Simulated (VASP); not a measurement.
# Au in VASP: further runs, part 2 of 2

VASP 6.6.1. The steps go on from the part before.

### 3 Single point, PBE

INCAR reads:

```
PREC = Accurate
ENCUT = 520
EDIFF = 1E-6
ISMEAR = -1
SIGMA = 0.05
LREAL = F
LASPH = T
NELM = 60
ALGO = Normal
ISIF = 2
LWAVE = F
LCHARG = F
LDIPOL = T
IDIPOL = 3
DIPOL = 0.5 0.5 0.500
GGA = PE
NBANDS = 30
```

KPOINTS reads:

```
regular mesh
0
Gamma
  12 12 1
```

POSCAR reads:

```
Au
1.0
    2.9400990585      0.0000000000      0.0000000000
    0.0000000000      2.9400990585      0.0000000000
    0.0000000000      0.0000000000     22.2369000000
Au
4
Direct
    0.2500000000      0.2500000000      0.3611398467
    0.7500000000      0.7500000000      0.4532804822
    0.2500000000      0.2500000000      0.5467195176
    0.7500000000      0.7500000000      0.6388601529
```

Potentials or basis: VASP PAW PBE potentials, release 64 (Au).

Started as:

```sh
> cat potpaw_PBE.64/Au/POTCAR > POTCAR
> mpirun -np 1 vasp_std > vasp.out
```

OUTCAR:

```text
PREC = Accurate
   ENCUT = 520
   EDIFF = 1E-6
   ISMEAR = -1
   LREAL = F
   LASPH = T
   NELM = 60
   ISIF = 2
   GGA = PE

 ion  position               nearest neighbor table
   1  0.250  0.250  0.361-   2 2.92   2 2.92   2 2.92   2 2.92
   2  0.750  0.750  0.453-   1 2.92   1 2.92   1 2.92   1 2.92   3 2.94   3 2.94   3 2.94   3 2.94

   3  0.250  0.250  0.547-   4 2.92   4 2.92   4 2.92   4 2.92   2 2.94   2 2.94   2 2.94   2 2.94

   4  0.750  0.750  0.639-   3 2.92   3 2.92   3 2.92   3 2.92

  LATTYP: Found a simple tetragonal cell.
 ALAT       =     2.9400990585
 C/A-ratio  =     7.5633165950

  Lattice vectors:

 A1 = (   2.9400990585,   0.0000000000,   0.0000000000)
 A2 = (   0.0000000000,   2.9400990585,   0.0000000000)
 A3 = (   0.0000000000,   0.0000000000,  22.2369000000)

Analysis of symmetry for initial positions (statically):
=====================================================================
 Subroutine PRICEL returns:
 Original cell was already a primitive cell.

 Routine SETGRP: Setting up the symmetry group for a
 simple tetragonal supercell.
[... 179 lines left out ...]
 fundamental gap:      0.1751978196
 Fermi energy:         0.0172443668

 k-point     1 :       0.0000    0.0000    0.0000
  band No.  band energies     occupation
      1      -8.7106      2.00000
      2      -7.2241      2.00000
      3      -6.2189      2.00000
      4      -6.0459      2.00000
      5      -5.9275      2.00000
      6      -5.4344      2.00000
[... 781 lines left out ...]
     29       7.8777      0.00000
     30       8.4318      0.00000

 [... further k-points ...]

------------------------ aborting loop because EDIFF is reached ----------------------------------------

 vacuum level on the upper side and lower side of the slab       (xc-potential included)        -0.008        -0.008

  FORCE on cell =-STRESS in cart. coord.  units (eV):
  Direction    XX          YY          ZZ          XY          YZ          ZX
  --------------------------------------------------------------------------------------
  -------------------------------------------------------------------------------------
  Total       -2.2597759     -2.2597759     -0.1259079      0.0000000      0.0000000      0.0000000
  in kB      -18.8355276    -18.8355276     -1.0494587      0.0000000      0.0000000      0.0000000
  external PRESSURE =     -12.9068380 kB  Pullay stress =       0.0000000 kB

 VOLUME and BASIS-vectors are now :
 -----------------------------------------------------------------------------
  energy-cutoff  :      520.00
  volume of cell :      192.22
      direct lattice vectors                 reciprocal lattice vectors
     2.940099058  0.000000000  0.000000000     0.340124594  0.000000000  0.000000000
     0.000000000  2.940099058  0.000000000     0.000000000  0.340124594  0.000000000
     0.000000000  0.000000000 22.236900000     0.000000000  0.000000000  0.044970297

 POSITION                                       TOTAL-FORCE (eV/Angst)
 -----------------------------------------------------------------------------------
      0.73502      0.73502      8.03063         0.000000      0.000000      0.009447
      2.20507      2.20507     10.07955        -0.000000     -0.000000      0.006198
      0.73502      0.73502     12.15735         0.000000     -0.000000     -0.006198
      2.20507      2.20507     14.20627         0.000000     -0.000000     -0.009447
 -----------------------------------------------------------------------------------
    total drift:                                0.000000     -0.000000      0.000013

  FREE ENERGIE OF THE ION-ELECTRON SYSTEM (eV)
  ---------------------------------------------------
  free  energy   TOTEN  =       -11.9394914214 eV

  energy  without entropy=      -11.9309632009  energy(sigma->0) =      -11.93522731

 vacuum level on the upper side and lower side of the slab         5.069         5.069
```

stdout:

```text
POSCAR found type information on POSCAR Au
 POSCAR found :  1 types and       4 ions
 scaLAPACK will be used
 LDA part: xc-table for (Slater+PW92), standard interpolation
 POSCAR, INCAR and KPOINTS ok, starting setup
 FFT: planning ... GRIDC
 FFT: planning ... GRID_SOFT
 FFT: planning ... GRID
 WAVECAR not read
 entering main loop
```

Run time: 2.7 min. Hardware: 1 thread of Intel Xeon Platinum 8488C (Sapphire Rapids), shared host; peak memory 0.36 GiB.

Results:

```yaml
Free_energy: -11.9395 eV
Largest_force: 0.009 eV/Å
Band_gap_on_the_k_mesh: zero (bands 22 and 23 overlap by 3.98 eV)
```

Forces on the atoms (eV/Å):
```
Au   0.000  0.000  0.009
Au   0.000  0.000  0.006
Au   0.000  0.000 -0.006
Au   0.000  0.000 -0.009
```

Levels at points of the mesh, in eV from the Fermi level:
```csv
k point,band 20,band 21,band 22,band 23,band 24,band 25
"(0.00, 0.00, 0.00)",-1.96,-1.84,-1.73,-1.73,-0.30,1.54
"(0.50, 0.00, 0.00)",-1.94,-0.21,-0.21,0.19,0.19,2.37
"(0.50, 0.50, 0.00)",-1.21,2.26,2.26,4.53,4.53,4.83
```

Caveat: spin-orbit coupling is left out, which moves the levels of the heavy elements.

### 4 Single point, PBE

INCAR reads:

```
SYSTEM = Au
PREC     = Accurate       ! precision mode
ENCUT    = 520            ! plane-wave cutoff, eV
EDIFF    = 1E-7           ! SCF threshold, eV
ISMEAR   = -1             ! smearing method
SIGMA    = 0.05           ! smearing width, eV
LREAL    = .False.        ! projectors in reciprocal space
LASPH    = .True.         ! aspherical terms in the spheres
NELM     = 100            ! most SCF steps
ALGO     = Normal         ! electronic algorithm
ISIF     = 2              ! what is computed and relaxed
LWAVE    = .False.        ! write WAVECAR
LCHARG   = .False.        ! write CHGCAR
LDIPOL   = .True.       
IDIPOL   = 3            
DIPOL    = 0.5 0.5 0.500
GGA      = PE             ! functional
NBANDS   = 30             ! bands
```

KPOINTS reads:

```
regular mesh
0
Gamma
  12 12 1
  0 0 0
```

POSCAR is that of step 3.

Potentials or basis: VASP PAW PBE potentials, release 64 (Au).

Started as:

```sh
> cat potpaw_PBE.64/Au/POTCAR > POTCAR
> mpirun -np 1 vasp_std > vasp.out
```

OUTCAR:

```text
SYSTEM = Au
   PREC = Accurate
   ENCUT = 520
   EDIFF = 1E-7
   ISMEAR = -1
   LREAL = .False.
   LASPH = .True.
   NELM = 100
   ISIF = 2
   GGA = PE

 ion  position               nearest neighbor table
   1  0.250  0.250  0.361-   2 2.92   2 2.92   2 2.92   2 2.92
   2  0.750  0.750  0.453-   1 2.92   1 2.92   1 2.92   1 2.92   3 2.94   3 2.94   3 2.94   3 2.94

   3  0.250  0.250  0.547-   4 2.92   4 2.92   4 2.92   4 2.92   2 2.94   2 2.94   2 2.94   2 2.94

   4  0.750  0.750  0.639-   3 2.92   3 2.92   3 2.92   3 2.92
[... 1000 lines left out ...]
  --------------------------------------------------------------------------------------
  -------------------------------------------------------------------------------------
  Total       -2.2604547     -2.2604547     -0.1265950      0.0000000     -0.0000000     -0.0000000
  in kB      -18.8411855    -18.8411855     -1.0551859      0.0000000     -0.0000000     -0.0000000
  external PRESSURE =     -12.9125189 kB  Pullay stress =       0.0000000 kB

 VOLUME and BASIS-vectors are now :
 -----------------------------------------------------------------------------
  energy-cutoff  :      520.00
  volume of cell :      192.22
      direct lattice vectors                 reciprocal lattice vectors
     2.940099058  0.000000000  0.000000000     0.340124594  0.000000000  0.000000000
     0.000000000  2.940099058  0.000000000     0.000000000  0.340124594  0.000000000
     0.000000000  0.000000000 22.236900000     0.000000000  0.000000000  0.044970297

 POSITION                                       TOTAL-FORCE (eV/Angst)
 -----------------------------------------------------------------------------------
      0.73502      0.73502      8.03063         0.000000     -0.000000      0.009464
      2.20507      2.20507     10.07955        -0.000000     -0.000000      0.006192
      0.73502      0.73502     12.15735         0.000000      0.000000     -0.006192
      2.20507      2.20507     14.20627        -0.000000     -0.000000     -0.009464
 -----------------------------------------------------------------------------------
    total drift:                                0.000000     -0.000000      0.000014

  FREE ENERGIE OF THE ION-ELECTRON SYSTEM (eV)
  ---------------------------------------------------
  free  energy   TOTEN  =       -11.9394914542 eV

  energy  without entropy=      -11.9309632012  energy(sigma->0) =      -11.93522733

 vacuum level on the upper side and lower side of the slab         5.069         5.069
```

It took 2.8 min on 1 thread of Intel Xeon Platinum 8488C (Sapphire Rapids), shared host; peak memory 0.36 GiB.

Results:

| Item | Value |
| --- | --- |
| Free energy | -11.9395 eV |
| Largest force | 0.009 eV/Å |
| Band gap on the k mesh | zero (bands 22 and 23 overlap by 3.98 eV) |

Forces in eV/Å, atoms in the order of the input:
```
Au   0.000  0.000  0.009
Au   0.000  0.000  0.006
Au   0.000  0.000 -0.006
Au   0.000  0.000 -0.009
```

Caveat: spin-orbit coupling is left out, which moves the levels of the heavy elements.
